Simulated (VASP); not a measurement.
# PtS2 (P-3m1) in VASP: further runs, part 2 of 2

VASP 6.6.1. The steps go on from the part before.

## 3. Single point, PBE

This run uses another cell than the first one, of 18.66 Å³/atom.

Input file INCAR:

```
ALGO     = Normal         # electronic algorithm
EDIFF    = 1E-6           # SCF threshold, eV
ENCUT    = 570            # plane-wave cutoff, eV
GGA      = PE             # functional
GGA_COMPAT= F            
ISIF     = 2              # what is computed and relaxed
ISMEAR   = -1             # smearing method
LASPH    = T              # aspherical terms in the spheres
LCHARG   = F              # write CHGCAR
LREAL    = F              # projectors in reciprocal space
LWAVE    = F              # write WAVECAR
NBANDS   = 22             # bands
NELM     = 120            # most SCF steps
PREC     = Accurate       # precision mode
SIGMA    = 0.02           # smearing width, eV
```

Input file KPOINTS:

```
k-points
0
Gamma
  12 12 6
```

Input file POSCAR:

```
PtS2
1.0
    3.5526240946      0.0000000000      0.0000000000
   -1.7763120473      3.0766627160      0.0000000000
    0.0000000000      0.0000000000      5.1228306135
Pt S
1 2
Direct
    0.0000000000      0.0000000000      0.0000000000
    0.3333333333      0.6666666667      0.2392542175
    0.6666666667      0.3333333333      0.7607457825
```

Potentials or basis: VASP PAW PBE potentials, release 64 (Pt_sv_GW, S).

Command:

```sh
$ cat potpaw_PBE.64/Pt_sv_GW/POTCAR potpaw_PBE.64/S/POTCAR > POTCAR
$ mpirun -np 1 vasp_std > vasp.out
```

OUTCAR:

```text
EDIFF = 1E-6
   ENCUT = 570
   GGA = PE
   ISIF = 2
   ISMEAR = -1
   LASPH = T
   LREAL = F
   NELM = 120
   PREC = Accurate

 ion  position               nearest neighbor table
   1  0.000  0.000  0.000-   2 2.39   3 2.39   2 2.39   3 2.39   3 2.39   2 2.39
   2  0.333  0.667  0.239-   1 2.39   1 2.39   1 2.39
   3  0.667  0.333  0.761-   1 2.39   1 2.39   1 2.39

  LATTYP: Found a hexagonal cell.
 ALAT       =     3.5526240946
 C/A-ratio  =     1.4419849883

  Lattice vectors:

 A1 = (   3.5526240946,   0.0000000000,   0.0000000000)
 A2 = (  -1.7763120473,   3.0766627160,   0.0000000000)
 A3 = (   0.0000000000,   0.0000000000,   5.1228306135)

Analysis of symmetry for initial positions (statically):
=====================================================================
 Subroutine PRICEL returns:
 Original cell was already a primitive cell.

 Routine SETGRP: Setting up the symmetry group for a
 hexagonal supercell.

 Subroutine GETGRP returns: Found 12 space group operations
 (whereof 12 operations were pure point group operations)
 out of a pool of 24 trial point group operations.

The static configuration has the point symmetry D_3d.

Analysis of symmetry for dynamics (positions and initial velocities):
=====================================================================
 Subroutine PRICEL returns:
 Original cell was already a primitive cell.

 Routine SETGRP: Setting up the symmetry group for a
 hexagonal supercell.

 Subroutine GETGRP returns: Found 12 space group operations
 (whereof 12 operations were pure point group operations)
 out of a pool of 24 trial point group operations.

The dynamic configuration has the point symmetry D_3d.

 Subroutine INISYM returns: Found 12 space group operations
[... 111 lines left out ...]
   NUPDOWN=      -1.0000    fix difference up-down
   EMIN   =  10.00;   EMAX   =-10.00  energy-range for DOS
   EFERMI =   0.00;   METHOD = LEGACY
   ISMEAR =    -1;   SIGMA  =   0.02  broadening in eV -4-tet -1-fermi 0-gaus
   EFERMI_NEDOS =   21; number of points for ismear=-14 and -15
   IALGO  =     38    algorithm
   IMIX   =      4    mixing-type and parameters
     AMIX     =   0.40;   BMIX     =  1.00
     AMIX_MAG =   1.60;   BMIX_MAG =  1.00
  volume/ion in A,a.u.               =      18.66       125.95
  Fermi-wavevector in a.u.,A,eV,Ry     =   1.329644  2.512664 24.054481  1.767954
  Thomas-Fermi vector in A             =   2.458791
   LORBIT       =      0    0 simple, 1 ext, 2 COOP (PROOUT), +10 PAW based schemes
   GGA     = PE    functional components
   LHFCALC =     F    Hartree Fock is set to
   AEXX    =    0.0000 exact exchange contribution
   IVDW    =     0    specifies the selected vdW correction
   LEPSILON=     F    determine dielectric tensor
   LRPA    =     F    only Hartree local field effects (RPA)
 non-spin polarized calculation
  energy-cutoff  :      570.00
  volume of cell :       55.99
 maximum number of plane-waves:      1752
   NGX = 13   NGY = 13   NGZ = 19

 number of electron      29.9999999 magnetization

 Free energy of the ion-electron system (eV)
  ---------------------------------------------------
  ext. energy  EPLUGINS =         0.00000000
  ---------------------------------------------------
  free energy    TOTEN  =       -15.36454127 eV

  energy without entropy =      -15.36454127  energy(sigma->0) =      -15.36454127

 E-fermi :   6.6587     XC(G=0): -10.6866

 val. band max:        6.3000623975   @ k =   0.0000   0.1667   0.1667
 cond. band min:       7.0156211903   @ k =   0.0000   0.2500   0.3333
 fundamental gap:      0.7155587928
 Fermi energy:         6.6587395490

 k-point     1 :       0.0000    0.0000    0.0000
  band No.  band energies     occupation
      1     -93.2154      2.00000
      2     -47.3622      2.00000
      3     -47.3622      2.00000
      4     -47.2704      2.00000
      5      -8.8281      2.00000
      6      -6.0156      2.00000
[... 589 lines left out ...]
     21      15.7013      0.00000
     22      15.7057      0.00000

 [... further k-points ...]

------------------------ aborting loop because EDIFF is reached ----------------------------------------

  FORCE on cell =-STRESS in cart. coord.  units (eV):
  Direction    XX          YY          ZZ          XY          YZ          ZX
  --------------------------------------------------------------------------------------
  -------------------------------------------------------------------------------------
  Total        1.1710205      1.1710205      0.6859013      0.0000000      0.0000000     -0.0000000
  in kB       33.5070291     33.5070291     19.6260563      0.0000000      0.0000000     -0.0000000
  external PRESSURE =      28.8800382 kB  Pullay stress =       0.0000000 kB

 VOLUME and BASIS-vectors are now :
 -----------------------------------------------------------------------------
  energy-cutoff  :      570.00
  volume of cell :       55.99
      direct lattice vectors                 reciprocal lattice vectors
     3.552624095  0.000000000  0.000000000     0.281482074  0.162513751  0.000000000
    -1.776312047  3.076662716  0.000000000     0.000000000  0.325027503  0.000000000
     0.000000000  0.000000000  5.122830613     0.000000000  0.000000000  0.195204580

 POSITION                                       TOTAL-FORCE (eV/Angst)
 -----------------------------------------------------------------------------------
      0.00000      0.00000      0.00000        -0.000000      0.000000     -0.000000
     -0.00000      2.05111      1.22566         0.000000      0.000000      0.040173
      1.77631      1.02555      3.89717        -0.000000     -0.000000     -0.040173
 -----------------------------------------------------------------------------------
    total drift:                                0.000000      0.000000     -0.000000

  FREE ENERGIE OF THE ION-ELECTRON SYSTEM (eV)
  ---------------------------------------------------
  free  energy   TOTEN  =       -15.3645412652 eV

  energy  without entropy=      -15.3645412650  energy(sigma->0) =      -15.36454127
```

Run time: 62 s. Hardware: 1 thread of AMD EPYC 9R45 (Zen 5), shared host; peak memory 0.25 GiB.

What came out:

* Free energy: -15.3645 eV
* Pressure: 2.9 GPa
* Largest force: 0.040 eV/Å
* Band gap on the k mesh: 0.72 eV (least direct gap 0.97 eV)

Forces in eV/Å, atoms in the order of the input:
```
Pt   0.000  0.000  0.000
S    0.000  0.000  0.040
S    0.000  0.000 -0.040
```

Caveat: spin-orbit coupling is left out, which moves the levels of the heavy elements.

## 4. Single point, HSE06

This run uses another cell than the first one, of 18.66 Å³/atom.

POSCAR is that of step 3.

Input file INCAR.step1:

```
SYSTEM = PtS2
PREC = Accurate
ENCUT = 520
EDIFF = 1E-5
ISMEAR = 0
SIGMA = 0.01
LREAL = .False.
LASPH = .True.
NELM = 60
ALGO = Normal
ISIF = 2
LWAVE = .True.
LCHARG = .False.
GGA = PE
NBANDS = 18
```

Input file INCAR.step2:

```
SYSTEM = PtS2
PREC = Accurate
ENCUT = 520
EDIFF = 1E-6
ISMEAR = 0
SIGMA = 0.01
LREAL = .False.
LASPH = .True.
NELM = 60
ALGO = Normal
ISIF = 2
LWAVE = .False.
LCHARG = .False.
GGA = PE
LHFCALC = .True.
HFSCREEN = 0.2079
PRECFOCK = Normal
ISTART = 1
NBANDS = 18
```

Input file KPOINTS:

```
regular mesh
0
Gamma
  6 6 4
  0 0 0
```

Potentials or basis: VASP PAW PBE potentials, release 64 (Pt, S).

Command:

```sh
$ cat potpaw_PBE.64/Pt/POTCAR potpaw_PBE.64/S/POTCAR > POTCAR
$ cp INCAR.step1 INCAR
$ mpirun -np 1 vasp_std > vasp.out
$ cp INCAR.step2 INCAR
$ mpirun -np 1 vasp_std > vasp.out
```

OUTCAR:

```text
SYSTEM = PtS2
   PREC = Accurate
   ENCUT = 520
   EDIFF = 1E-6
   ISMEAR = 0
   LREAL = .False.
   LASPH = .True.
   NELM = 60
   ISIF = 2
   GGA = PE
   LHFCALC = .True.
   HFSCREEN = 0.2079
   PRECFOCK = Normal
   ISTART = 1

 ion  position               nearest neighbor table
   1  0.000  0.000  0.000-   2 2.39   3 2.39   2 2.39   3 2.39   3 2.39   2 2.39
   2  0.333  0.667  0.239-   1 2.39   1 2.39   1 2.39
   3  0.667  0.333  0.761-   1 2.39   1 2.39   1 2.39

  LATTYP: Found a hexagonal cell.
 ALAT       =     3.5526240946
[... 704 lines left out ...]

  FORCE on cell =-STRESS in cart. coord.  units (eV):
  Direction    XX          YY          ZZ          XY          YZ          ZX
  --------------------------------------------------------------------------------------
  -------------------------------------------------------------------------------------
  Total       -0.6400534     -0.6400534     -0.1603983      0.0000000      0.0000000     -0.0000000
  in kB      -18.3141876    -18.3141876     -4.5895627      0.0000000      0.0000000     -0.0000000
  external PRESSURE =     -13.7393127 kB  Pullay stress =       0.0000000 kB

 VOLUME and BASIS-vectors are now :
 -----------------------------------------------------------------------------
  energy-cutoff  :      520.00
  volume of cell :       55.99
      direct lattice vectors                 reciprocal lattice vectors
     3.552624095  0.000000000  0.000000000     0.281482074  0.162513751  0.000000000
    -1.776312047  3.076662716  0.000000000     0.000000000  0.325027503  0.000000000
     0.000000000  0.000000000  5.122830613     0.000000000  0.000000000  0.195204580

 POSITION                                       TOTAL-FORCE (eV/Angst)
 -----------------------------------------------------------------------------------
      0.00000      0.00000      0.00000        -0.000000      0.000000      0.000000
     -0.00000      2.05111      1.22566        -0.000000      0.000000     -0.409966
      1.77631      1.02555      3.89717         0.000000     -0.000000      0.409966
 -----------------------------------------------------------------------------------
    total drift:                               -0.000000      0.000000      0.000001

  FREE ENERGIE OF THE ION-ELECTRON SYSTEM (eV)
  ---------------------------------------------------
  free  energy   TOTEN  =       -18.6304981530 eV

  energy  without entropy=      -18.6304981530  energy(sigma->0) =      -18.63049815
```

OSZICAR.step1:

```text
N       E                     dE             d eps       ncg     rms          rms(c)
DAV:   1     0.112465759351E+03    0.11247E+03   -0.10571E+04   880   0.109E+03
DAV:   2    -0.110895336427E+02   -0.12356E+03   -0.11946E+03  1070   0.220E+02
DAV:   3    -0.166847193119E+02   -0.55952E+01   -0.55563E+01  1110   0.470E+01
DAV:   4    -0.167427319258E+02   -0.58013E-01   -0.57982E-01  1136   0.531E+00
DAV:   5    -0.167436836987E+02   -0.95177E-03   -0.95165E-03  1128   0.659E-01    0.179E+01
DAV:   6    -0.156610038805E+02    0.10827E+01   -0.61590E+00   906   0.240E+01    0.119E+01
DAV:   7    -0.154126264834E+02    0.24838E+00   -0.12093E+00   900   0.109E+01    0.583E+00
DAV:   8    -0.153974744429E+02    0.15152E-01   -0.63257E-02   964   0.173E+00    0.119E+00
DAV:   9    -0.153942441443E+02    0.32303E-02   -0.89813E-03  1040   0.968E-01    0.223E-01
DAV:  10    -0.153944603044E+02   -0.21616E-03   -0.14290E-03  1084   0.239E-01    0.909E-02
DAV:  11    -0.153945098374E+02   -0.49533E-04   -0.62099E-05  1036   0.636E-02    0.465E-02
DAV:  12    -0.153945127520E+02   -0.29147E-05   -0.96762E-06   798   0.275E-02
   1 F= -.15394513E+02 E0= -.15394513E+02  d E =-.413418E-38
```

It took 70 min on 1 thread of Oxide Virtual Turin-like, shared host; peak memory 0.27 GiB.

Results:

```
Free energy            : -18.6305 eV
Pressure               : -1.4 GPa
Largest force          : 0.410 eV/Å
Band gap on the k mesh : 1.40 eV (least direct gap 2.14 eV)
```

Forces in eV/Å, atoms in the order of the input:
```
Pt   0.000  0.000  0.000
S    0.000  0.000 -0.410
S    0.000  0.000  0.410
```

Stress tensor (GPa, compression positive):
```
-1.83  0.00  0.00
 0.00 -1.83  0.00
 0.00  0.00 -0.46
```

Levels at points of the mesh, in eV from the valence-band top:
| k point | band 8 | band 9 | band 10 | band 11 | band 12 | band 13 | band 14 | band 15 |
| --- | --- | --- | --- | --- | --- | --- | --- | --- |
| (0.00, 0.00, 0.00) | -2.66 | -1.15 | -1.15 | 0.00 | 2.74 | 2.74 | 5.50 | 6.42 |
| (0.50, 0.00, 0.00) | -3.78 | -3.52 | -3.45 | -2.91 | 2.21 | 3.30 | 6.37 | 7.34 |
| (0.00, 0.00, 0.50) | -2.81 | -1.54 | -1.39 | -1.39 | 3.32 | 3.32 | 6.37 | 8.17 |
| (0.50, 0.00, 0.50) | -3.85 | -3.41 | -3.02 | -1.63 | 2.38 | 2.97 | 6.05 | 6.33 |

Caveat: the PAW data sets were made with another functional, which shifts forces and pressure a little; spin-orbit coupling is left out, which moves the levels of the heavy elements. A k mesh can miss the band edges.

## 5. The runs side by side

| level | potentials or basis | cell | k mesh | cutoff (eV) | smearing | grid for exact exchange (PRECFOCK) | share of exact exchange | screening parameter | gap on the mesh (eV) | pressure (GPa) | largest force (eV/Å) |
| --- | --- | --- | --- | --- | --- | --- | --- | --- | --- | --- | --- |
| PBE | VASP PAW PBE potentials, release 64 (Pt_sv_GW, S) | a = 3.529, b = 3.529, c = 5.089 Å, angles 90.0, 90.0, 120.0°, 3 atoms, atomic positions A | 12 × 12 × 6 | 570 | fermi-dirac 0.02 eV | - | - | - | 0.70 | 4.5 | 0.06 |
| PBE | VASP PAW PBE potentials, release 64 (Pt_sv_GW, S) | a = 3.553, b = 3.553, c = 5.123 Å, angles 90.0, 90.0, 120.0°, 3 atoms, atomic positions B | 12 × 12 × 6 | 570 | fermi-dirac 0.02 eV | - | - | - | 0.72 | 2.9 | 0.04 |
| HSE06 | VASP PAW PBE potentials, release 64 (Pt, S) | a = 3.553, b = 3.553, c = 5.123 Å, angles 90.0, 90.0, 120.0°, 3 atoms, atomic positions B | 6 × 6 × 4 | 520 | gaussian 0.01 eV | Normal | 0.25 | 0.2079 1/Å | 1.40 | -1.4 | 0.41 |

Alike in all rows: task single point; no spin polarisation.

Caveats: spin-orbit coupling is left out, which moves the levels of the heavy elements; the cell stands under pressure (at least some runs); the PAW data sets were made with another functional, which shifts forces and pressure a little (at least some runs).

Absolute energies hang on the potentials; compare differences alone.
